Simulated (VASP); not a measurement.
CrCuO2: single point with PBE+U

CrCuO2:

```
CELL_PARAMETERS angstrom
1.51862 0.87677 5.74947
-1.51862 0.87677 5.74947
0.00000 -1.75355 5.74947
ATOMIC_POSITIONS crystal
Cr 0.50000 0.50000 0.50000
Cu 0.00000 0.00000 0.00000
O 0.10880 0.10880 0.10880
O 0.89120 0.89120 0.89120
```

```
Program             : VASP 6.6.1
Task                : single point
Functional          : PBE
Potentials or basis : VASP PAW PBE potentials, release 64 (Cr_pv, Cu, O)
Cutoff              : 600 eV
k mesh              : 5 × 5 × 5
Occupations         : gaussian, width 0.05 eV
Spin                : collinear spin, ferrimagnetic start
Starting moments    : [4.0, -1.0, 0.0, 0.0] μB
Hubbard terms       : Cr d U = 3.7 eV, Cu d U = 4.0 eV
```

The pressure is 0.3 GPa. The largest force is 0.497 eV/Å, the band gap on the k mesh is 2.22 eV (least direct gap 2.53 eV) and the net moment is 3.00 μB per cell. The site moments are Cr +2.98; Cu +0.01; O -0.04 μB and the valence electrons inside the program's atomic spheres are Cr 10.60; Cu 10.02; O 5.05.

Forces in eV/Å, atoms in the order of the input:
```
Cr   0.000  0.000  0.000
Cu   0.000  0.000  0.000
O    0.000  0.000 -0.497
O    0.000  0.000  0.497
```

Stress tensor (GPa, compression positive):
```
 1.79  0.00  0.00
 0.00  1.79  0.00
 0.00  0.00 -2.54
```

Levels at points of the mesh, in eV from the valence-band top:
Spin up:
```
           k point  band 16  band 17  band 18  band 19  band 20  band 21  band 22  band 23
(0.00, 0.00, 0.00)    -1.83    -1.57    -1.57    -1.53     2.58     3.68     3.68     5.56
```
Spin down:
```tsv
k point	band 13	band 14	band 15	band 16	band 17	band 18	band 19	band 20
(0.00, 0.00, 0.00)	-1.89	-1.89	-1.65	-1.65	2.37	3.83	3.83	4.68
```

Eigenvalues of the final occupation matrices:
```
    site  spin  trace               eigenvalues
site 1 d     1   3.46  0.31 0.31 0.95 0.95 0.95
site 1 d     2   0.54  0.04 0.05 0.05 0.21 0.21
site 2 d     1   4.68  0.86 0.95 0.95 0.96 0.96
site 2 d     2   4.69  0.86 0.95 0.95 0.97 0.97
```

It took 5.7 min on 1 thread of AMD EPYC 7R43 64-Core Processor (Zen 3), on a shared host, peak memory 0.37 GiB.

Caveat: the k points lie up to 0.48 Å⁻¹ apart; an empty level that is flat over the whole mesh can mark a ghost state of the potentials, or a narrow d or f band; an odd mesh through Γ misses points on the zone boundary, where band edges can lie. The state reached can hang on the start; a lower one may exist.
